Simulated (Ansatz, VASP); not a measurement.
## GaSb: VASP beside Ansatz

INCAR

```
ALGO     = Normal         # electronic algorithm
EDIFF    = 1E-6           # SCF threshold, eV
EDIFFG   = -0.005         # ionic threshold
ENCUT    = 600            # plane-wave cutoff, eV
GGA      = RP             # functional
IBRION   = 2              # ionic algorithm
ISIF     = 3              # what is computed and relaxed
ISMEAR   = -1             # smearing method
LASPH    = T              # aspherical terms in the spheres
LCHARG   = F              # write CHGCAR
LREAL    = F              # projectors in reciprocal space
LWAVE    = F              # write WAVECAR
NELM     = 80             # most SCF steps
NSW      = 80             # ionic steps
PREC     = Accurate       # precision mode
SIGMA    = 0.05           # smearing width, eV
```

The input KPOINTS:

```
k-points
0
Gamma
  10 10 10
```

File POSCAR:

```
GaSb
1.0
   -2.7534340000      2.7534340000      1.5907070000
    2.7534340000     -2.7534340000      1.5907070000
    2.7534340000      2.7534340000     -1.5907070000
Sb Ga
1 1
Direct
    0.0000000000      0.0000000000      0.0000000000
    0.7500000000      0.2500000000      0.5000000000
```

The input input.yaml:

```yaml
crystal:
  lattice:
    - [-2.753434, 2.753434, 1.590707]
    - [2.753434, -2.753434, 1.590707]
    - [2.753434, 2.753434, -1.590707]
  atoms:
    - { symbol: Sb, position: [0.0, 0.0, 0.0] }
    - { symbol: Ga, position: [0.75, 0.25, 0.5] }
kpoints:
  mp_grid: { grid: [10, 10, 10] }
scf:
  occupations: { method: fermi_dirac, width: 0.05 }
hamiltonian:
  xc: rpbe
  pseudopotentials: { kind: all_electron, lapw: { basis_error: 0.001 } }
output:
  forces: true
  stress: true
relax:
  f_tol: 0.005
  max_steps: 60
  cell: {}
```

Alike in both runs: task relaxation of cell and atoms; functional RPBE; k mesh 10 × 10 × 10; occupations fermi-dirac, width 0.05 eV; no spin polarisation.

```csv
,VASP,Ansatz
version,VASP 6.6.1,Ansatz 0.2.0
potentials or method,"VASP PAW PBE potentials, release 64 (Sb, Ga_d), cutoff 600 eV","all-electron LAPW, scalar-relativistic"
```

VASP gave:

| Item | Value |
| --- | --- |
| relaxed volume (Å³/atom) | 24.88 |
| relaxed length of the cell vector where the two differ most in proportion (Å) | 4.261 |

Task: Estimate Ansatz's values.

Result: Relaxed volume (Å³/atom): 24.90; relaxed length of the cell vector where the two differ most in proportion (Å): 4.261.

VASP's potentials were made for PBE, not for RPBE. Ansatz ran all-electron here, and VASP with PAW potentials.

Neither program's run includes spin-orbit coupling.
